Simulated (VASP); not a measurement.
# TiAl3 (P6_3/mmc) in VASP: relaxation of cell and atoms with PBE

Aim: the relaxation of cell and atoms of TiAl3 with PBE.

Everything below comes from runs of VASP 6.6.1. Logs are shortened: lines on timing, memory, paths and dates and some standing lists are left out, and cuts for length are marked.

## (1) The cell of the first run

Symmetry: P6_3/mmc, No. 194, hexagonal system. The conventional cell has a = 5.616 Å, b = 5.616 Å, c = 9.228 Å, α = 90.00°, β = 90.00°, γ = 120.00°. Ti (site symmetry -6m2) has 12 Al at 2.81 to 2.82 Å within 3.7 Å. Within 3.7 Å of Ti (site symmetry -3m) lie 12 Al at 2.81 to 2.82 Å. Al (site symmetry 2/m) has 4 Ti at 2.81 to 2.82 Å and 8 Al at 2.81 to 2.82 Å within 3.7 Å. Al (site symmetry mm2) has 8 Al at 2.79 to 2.82 Å and 4 Ti at 2.81 to 2.82 Å within 3.7 Å.

## (2) Relaxation of cell and atoms, PBE

The input, INCAR:

```
SYSTEM = TiAl3
PREC     = Accurate       ! precision mode
ENCUT    = 550            ! plane-wave cutoff, eV
EDIFF    = 1E-7           ! SCF threshold, eV
ISMEAR   = 0              ! smearing method
SIGMA    = 0.1            ! smearing width, eV
LREAL    = .False.        ! projectors in reciprocal space
LASPH    = .True.         ! aspherical terms in the spheres
NELM     = 120            ! most SCF steps
ALGO     = Normal         ! electronic algorithm
ISIF     = 3              ! what is computed and relaxed
LWAVE    = .False.        ! write WAVECAR
LCHARG   = .False.        ! write CHGCAR
GGA      = PE             ! functional
IBRION   = 2              ! ionic algorithm
NSW      = 100            ! ionic steps
EDIFFG   = -0.01          ! ionic threshold
GGA_COMPAT= .False.      
NELMIN   = 4            
KPAR     = 8
```

The input, KPOINTS:

```
Automatic mesh
0
Gamma
  6 6 4
  0 0 0
```

The input, POSCAR:

```
TiAl3
1.0
    5.6160508278      0.0000000000      0.0000000000
   -2.8080254139      4.8636426858      0.0000000000
    0.0000000000      0.0000000000      9.2278102557
Ti Al
4 12
Direct
    0.3333333333      0.6666666667      0.2500000000
    0.0000000000      0.0000000000      0.0000000000
    0.0000000000      0.0000000000      0.5000000000
    0.6666666667      0.3333333333      0.7500000000
    0.5000000000      0.5000000000      0.5000000000
    0.6650690321      0.8325345160      0.7500000000
    0.5000000000      0.0000000000      0.0000000000
    0.1674654840      0.8325345160      0.7500000000
    0.5000000000      0.0000000000      0.5000000000
    0.8325345160      0.6650690321      0.2500000000
    0.0000000000      0.5000000000      0.0000000000
    0.0000000000      0.5000000000      0.5000000000
    0.5000000000      0.5000000000      0.0000000000
    0.8325345160      0.1674654840      0.2500000000
    0.3349309679      0.1674654840      0.2500000000
    0.1674654840      0.3349309679      0.7500000000
```

Potentials or basis: VASP PAW PBE potentials, release 64 (Ti_sv, Al).

Run with:

```bash
$ cat potpaw_PBE.64/Ti_sv/POTCAR potpaw_PBE.64/Al/POTCAR > POTCAR
$ mpirun -np 8 vasp_std > vasp.out
```

OUTCAR:

```text
SYSTEM = TiAl3
   PREC = Accurate
   ENCUT = 550
   EDIFF = 1E-7
   ISMEAR = 0
   LREAL = .False.
   LASPH = .True.
   NELM = 120
   ISIF = 3
   GGA = PE
   IBRION = 2
   NSW = 100
   EDIFFG = -0.01
   NELMIN = 4

 ion  position               nearest neighbor table
   1  0.333  0.667  0.250-  15 2.81  14 2.81  14 2.81  15 2.81  10 2.81  10 2.81   7 2.82   9 2.82
                            12 2.82  11 2.82  13 2.82   5 2.82
   2  0.000  0.000  0.000-  11 2.81  13 2.81  11 2.81  13 2.81   7 2.81   7 2.81  16 2.82  10 2.82
                             6 2.82  15 2.82  14 2.82   8 2.82
   3  0.000  0.000  0.500-   5 2.81  12 2.81  12 2.81   5 2.81   9 2.81   9 2.81  16 2.82  10 2.82
                             6 2.82  15 2.82  14 2.82   8 2.82
   4  0.667  0.333  0.750-   6 2.81   8 2.81   8 2.81   6 2.81  16 2.81  16 2.81   9 2.82   7 2.82
                            12 2.82  11 2.82  13 2.82   5 2.82
   5  0.500  0.500  0.500-   3 2.81   9 2.81   9 2.81   3 2.81  12 2.81  12 2.81  15 2.82   6 2.82
                            16 2.82  10 2.82   4 2.82   1 2.82
   6  0.665  0.833  0.750-  16 2.79   8 2.79   4 2.81   4 2.81  13 2.82   5 2.82   7 2.82   9 2.82
                            16 2.82   8 2.82   3 2.82   2 2.82
   7  0.500  0.000  0.000-  11 2.81  13 2.81  13 2.81  11 2.81   2 2.81   2 2.81  14 2.82   8 2.82
                            15 2.82   6 2.82   4 2.82   1 2.82
   8  0.167  0.833  0.750-  16 2.79   6 2.79   4 2.81   4 2.81  11 2.82  12 2.82   7 2.82   9 2.82
                            16 2.82   6 2.82   2 2.82   3 2.82
   9  0.500  0.000  0.500-   5 2.81  12 2.81   5 2.81  12 2.81   3 2.81   3 2.81  14 2.82   8 2.82
                            15 2.82   6 2.82   4 2.82   1 2.82
  10  0.833  0.665  0.250-  14 2.79  15 2.79   1 2.81   1 2.81   5 2.82  13 2.82  12 2.82  11 2.82
                            14 2.82  15 2.82   2 2.82   3 2.82
  11  0.000  0.500  0.000-   2 2.81   7 2.81   2 2.81   7 2.81  13 2.81  13 2.81  14 2.82   8 2.82
                            16 2.82  10 2.82   4 2.82   1 2.82
  12  0.000  0.500  0.500-   3 2.81   9 2.81   3 2.81   9 2.81   5 2.81   5 2.81  14 2.82   8 2.82
                            16 2.82  10 2.82   4 2.82   1 2.82
  13  0.500  0.500  0.000-   2 2.81   7 2.81   7 2.81   2 2.81  11 2.81  11 2.81  15 2.82   6 2.82
                            16 2.82  10 2.82   4 2.82   1 2.82
  14  0.833  0.167  0.250-  10 2.79  15 2.79   1 2.81   1 2.81  11 2.82  12 2.82   9 2.82   7 2.82
                            10 2.82  15 2.82   2 2.82   3 2.82
  15  0.335  0.167  0.250-  10 2.79  14 2.79   1 2.81   1 2.81   5 2.82  13 2.82   7 2.82   9 2.82
                            10 2.82  14 2.82   3 2.82   2 2.82
  16  0.167  0.335  0.750-   6 2.79   8 2.79   4 2.81   4 2.81  13 2.82   5 2.82  11 2.82  12 2.82
                             8 2.82   6 2.82   2 2.82   3 2.82

  LATTYP: Found a hexagonal cell.
 ALAT       =     5.6160508278
 C/A-ratio  =     1.6431137357

  Lattice vectors:

 A1 = (   5.6160508278,   0.0000000000,   0.0000000000)
 A2 = (  -2.8080254139,   4.8636426858,   0.0000000000)
 A3 = (   0.0000000000,   0.0000000000,   9.2278102557)

Analysis of symmetry for initial positions (statically):
=====================================================================
 Subroutine PRICEL returns:
 Original cell was already a primitive cell.

 Routine SETGRP: Setting up the symmetry group for a
 hexagonal supercell.

 Subroutine GETGRP returns: Found 24 space group operations
 (whereof 12 operations were pure point group operations)
 out of a pool of 24 trial point group operations.

The static configuration has the point symmetry D_3d.
 The point group associated with its full space group is D_6h.

Analysis of symmetry for dynamics (positions and initial velocities):
=====================================================================
 Subroutine PRICEL returns:
 Original cell was already a primitive cell.

 Routine SETGRP: Setting up the symmetry group for a
 hexagonal supercell.

 Subroutine GETGRP returns: Found 24 space group operations
 (whereof 12 operations were pure point group operations)
 out of a pool of 24 trial point group operations.

The dynamic configuration has the point symmetry D_3d.
 The point group associated with its full space group is D_6h.

 Subroutine INISYM returns: Found 24 space group operations
 (whereof 12 operations are pure point group operations),
 and found     1 'primitive' translations

----------------------------------------------------------------------------------------

                                     Primitive cell

  volume of cell :     252.0527

  direct lattice vectors                    reciprocal lattice vectors
     5.616050828  0.000000000  0.000000000     0.178061067  0.102803605  0.000000000
    -2.808025414  4.863642686  0.000000000     0.000000000  0.205607209  0.000000000
     0.000000000  0.000000000  9.227810256     0.000000000  0.000000000  0.108368071

  length of vectors
     5.616050828  5.616050828  9.227810256     0.205607209  0.205607209  0.108368071

  position of ions in fractional coordinates (direct lattice)
     0.333333333  0.666666667  0.250000000
     0.000000000  0.000000000  0.000000000
     0.000000000  0.000000000  0.500000000
     0.666666667  0.333333333  0.750000000
     0.500000000  0.500000000  0.500000000
     0.665069032  0.832534516  0.750000000
[... 8 lines left out ...]
     0.334930968  0.167465484  0.250000000
     0.167465484  0.334930968  0.750000000

  ion indices of the primitive-cell ions
   primitive index   ion index
                 1           1
                 2           2
                 3           3
                 4           4
                 5           5
                 6           6
[... 8 lines left out ...]
                15          15
                16          16

----------------------------------------------------------------------------------------

 KPOINTS: Automatic mesh

Automatic generation of k-mesh.
 Grid dimensions read from file:
 generate k-points for:    6    6    4

 Generating k-lattice:

  Cartesian coordinates                     Fractional coordinates (reciprocal lattice)
     0.029676844  0.017133934  0.000000000     0.166666667  0.000000000  0.000000000
     0.000000000  0.034267868  0.000000000     0.000000000  0.166666667  0.000000000
     0.000000000  0.000000000  0.027092018     0.000000000  0.000000000  0.250000000

  Length of vectors
     0.034267868  0.034267868  0.027092018

  Shift w.r.t. Gamma in fractional coordinates (k-lattice)
     0.000000000  0.000000000  0.000000000

 Subroutine IBZKPT returns following result:
 ===========================================

 Found     21 irreducible k-points:

 Following reciprocal coordinates:
            Coordinates               Weight
  0.000000  0.000000  0.000000      1.000000
  0.166667 -0.000000  0.000000      6.000000
  0.333333 -0.000000  0.000000      6.000000
  0.500000 -0.000000  0.000000      3.000000
  0.166667  0.166667  0.000000      6.000000
  0.333333  0.166667  0.000000     12.000000
[... 13 lines left out ...]
  0.333333  0.166667  0.500000     12.000000
  0.333333  0.333333  0.500000      2.000000
   k-points           NKPTS =     21   k-points in BZ     NKDIM =     21   number of bands    NBANDS=     51
   number of dos      NEDOS =    301   number of ions     NIONS =     16
   total plane-waves  NPLWV = 165888
   dimension x,y,z NGX =    48 NGY =   48 NGZ =   72
   dimension x,y,z NGXF=    96 NGYF=   96 NGZF=  144
   ions per type =               4  12
   NGX,Y,Z   is equivalent  to a cutoff of  14.21, 14.21, 12.97 a.u.
   NGXF,Y,Z  is equivalent  to a cutoff of  28.42, 28.42, 25.94 a.u.
 SYSTEM =  TiAl3
   PREC   = accura    normal or accurate (medium, high low for compatibility)
   ISTART =      0    job   : 0-new  1-cont  2-samecut
   ICHARG =      2    charge: 1-file 2-atom 10-const
   ISPIN  =      1    spin polarized calculation?
   LNONCOLLINEAR =      F non collinear calculations
   LSORBIT =      F    spin-orbit coupling
   LASPH  =      T    aspherical Exc in radial PAW
   ENCUT  =  550.0 eV  40.42 Ry    6.36 a.u.  10.74 10.74 17.65*2*pi/ulx,y,z
   NELM   =    120;   NELMIN=  4; NELMDL= -5     # of ELM steps
   EDIFF  = 0.1E-06   stopping-criterion for ELM
   LREAL  =      F    real-space projection
   EDIFFG = -.1E-01   stopping-criterion for IOM
   NSW    =    100    number of steps for IOM
   IBRION =      2    ionic relax: 0-MD 1-quasi-New 2-CG
   NFREE  =      1    steps in history (QN), initial steepest desc. (CG)
   ISIF   =      3    stress and relaxation
   ISYM   =      2    0-nonsym 1-usesym 2-fastsym
   POTIM  = 0.5000    time-step for ionic-motion
   TEBEG  =    0.0;   TEEND  =   0.0 temperature during run
   PSTRESS=    0.0 pullay stress
   NELECT =      84.0000    total number of electrons
   NUPDOWN=      -1.0000    fix difference up-down
   EMIN   =  10.00;   EMAX   =-10.00  energy-range for DOS
   EFERMI =   0.00;   METHOD = LEGACY
   ISMEAR =     0;   SIGMA  =   0.10  broadening in eV -4-tet -1-fermi 0-gaus
   EFERMI_NEDOS =   21; number of points for ismear=-14 and -15
   IALGO  =     38    algorithm
   IMIX   =      4    mixing-type and parameters
     AMIX     =   0.40;   BMIX     =  1.00
     AMIX_MAG =   1.60;   BMIX_MAG =  1.00
  volume/ion in A,a.u.               =      15.75       106.31
  Fermi-wavevector in a.u.,A,eV,Ry     =   1.135022  2.144880 17.528034  1.288274
  Thomas-Fermi vector in A             =   2.271726
   LORBIT       =      0    0 simple, 1 ext, 2 COOP (PROOUT), +10 PAW based schemes
   GGA     = PE    functional components
   LHFCALC =     F    Hartree Fock is set to
   AEXX    =    0.0000 exact exchange contribution
   IVDW    =     0    specifies the selected vdW correction
   LEPSILON=     F    determine dielectric tensor
   LRPA    =     F    only Hartree local field effects (RPA)
 conjugate gradient relaxation of ions
 non-spin polarized calculation
 Gauss-broadening in eV      SIGMA  =   0.10
  energy-cutoff  :      550.00
  volume of cell :      252.05
 maximum number of plane-waves:      7415
 NGX is ok and might be reduce to    48
   NGX = 21   NGY = 21   NGZ = 35

--------------------------------------- Ionic step        1  -------------------------------------------

 number of electron      84.0000017 magnetization

 Free energy of the ion-electron system (eV)
  ---------------------------------------------------
  ext. energy  EPLUGINS =         0.00000000
  ---------------------------------------------------
  free energy    TOTEN  =       -81.70527855 eV

  energy without entropy =      -81.65260044  energy(sigma->0) =      -81.67893949

------------------------ aborting loop because EDIFF is reached ----------------------------------------

  FORCE on cell =-STRESS in cart. coord.  units (eV):
  Direction    XX          YY          ZZ          XY          YZ          ZX
  --------------------------------------------------------------------------------------
  -------------------------------------------------------------------------------------
  Total        0.9198990      0.9198990     -0.0148075     -0.0000000      0.0000000      0.0000000
  in kB        5.8473537      5.8473537     -0.0941240     -0.0000000      0.0000000      0.0000000
  external PRESSURE =       3.8668612 kB  Pullay stress =       0.0000000 kB
[... 185 lines left out ...]
  energy  without entropy=      -81.6582251627  energy(sigma->0) =      -81.68394830

--------------------------------------- Ionic step        5  -------------------------------------------

 number of electron      84.0000020 magnetization

 Free energy of the ion-electron system (eV)
  ---------------------------------------------------
  ext. energy  EPLUGINS =         0.00000000
  ---------------------------------------------------
  free energy    TOTEN  =       -81.70970637 eV

  energy without entropy =      -81.65839893  energy(sigma->0) =      -81.68405265

 E-fermi :   8.8665     XC(G=0): -10.7448

 val. band max:        8.8559291789   @ k =   0.3333   0.1667   0.2500
 cond. band min:       8.8751072349   @ k =   0.5000  -0.0000   0.5000
 fundamental gap:      0.0191780560
 Fermi energy:         8.8664765085

 k-point     1 :       0.0000    0.0000    0.0000
  band No.  band energies     occupation
      1     -48.2166      2.00000
      2     -48.2166      2.00000
      3     -48.0000      2.00000
      4     -47.9999      2.00000
      5     -24.5420      2.00000
      6     -24.5412      2.00000
[... 1166 lines left out ...]
  FREE ENERGIE OF THE ION-ELECTRON SYSTEM (eV)
  ---------------------------------------------------
  free  energy   TOTEN  =       -81.7097063683 eV

  energy  without entropy=      -81.6583989263  energy(sigma->0) =      -81.68405265

 reached required accuracy - stopping structural energy minimisation
```

It took 5 min on 8 MPI ranks of Intel Xeon Platinum 8375C at 2.90GHz (Ice Lake), shared host; peak memory 0.62 GiB.

Results:

| Quantity | Value |
| --- | --- |
| Free energy | -81.7097 eV |
| Relaxed volume | 15.81 Å³/atom |
| Relaxed cell | a = 5.631 Å, b = 5.631 Å, c = 9.211 Å, α = 90.00°, β = 90.00°, γ = 120.00° |
| Space group after relaxing (to 0.1 Å) | P6_3/mmc (No. 194) |
| Energy gained by relaxing | 0.3 meV/atom |
| Ionic steps | 5 |
| Pressure after relaxing | 0.0 GPa |
| Largest force after relaxing | 0.007 eV/Å |
| Band gap on the k mesh | zero (bands 42 and 43 overlap by 0.75 eV) |

Forces in eV/Å, atoms in the order of the input:
```
Ti   0.000  0.000  0.000
Ti   0.000  0.000  0.000
Ti   0.000  0.000  0.000
Ti   0.000  0.000  0.000
Al   0.000  0.000  0.000
Al   0.006  0.004  0.000
Al   0.000  0.000  0.000
Al  -0.006  0.004  0.000
Al   0.000  0.000  0.000
Al   0.000  0.007  0.000
Al   0.000  0.000  0.000
Al   0.000  0.000  0.000
Al   0.000  0.000  0.000
Al   0.006 -0.004  0.000
Al  -0.006 -0.004  0.000
Al   0.000 -0.007  0.000
```

The path:
```
step  energy change (eV)  largest force (eV/Å)  pressure (GPa)  volume (Å³)
   1              0.0000                0.0841            0.39       252.05
   2             -0.0035                0.0437           -0.19       253.44
   3             -0.0035                0.0443           -0.19       253.42
   4             -0.0044                0.0145           -0.03       253.04
   5             -0.0044                0.0074            0.01       252.95
```

Final structure:
```
CELL_PARAMETERS angstrom
5.63134 0.00000 0.00000
-2.81567 4.87689 0.00000
0.00000 0.00000 9.21050
ATOMIC_POSITIONS crystal
Ti 0.33333 0.66667 0.25000
Ti 0.00000 0.00000 0.00000
Ti 0.00000 0.00000 0.50000
Ti 0.66667 0.33333 0.75000
Al 0.50000 0.50000 0.50000
Al 0.66665 0.83333 0.75000
Al 0.50000 0.00000 0.00000
Al 0.16667 0.83333 0.75000
Al 0.50000 0.00000 0.50000
Al 0.83333 0.66665 0.25000
Al 0.00000 0.50000 0.00000
Al 0.00000 0.50000 0.50000
Al 0.50000 0.50000 0.00000
Al 0.83333 0.16667 0.25000
Al 0.33335 0.16667 0.25000
Al 0.16667 0.33335 0.75000
```
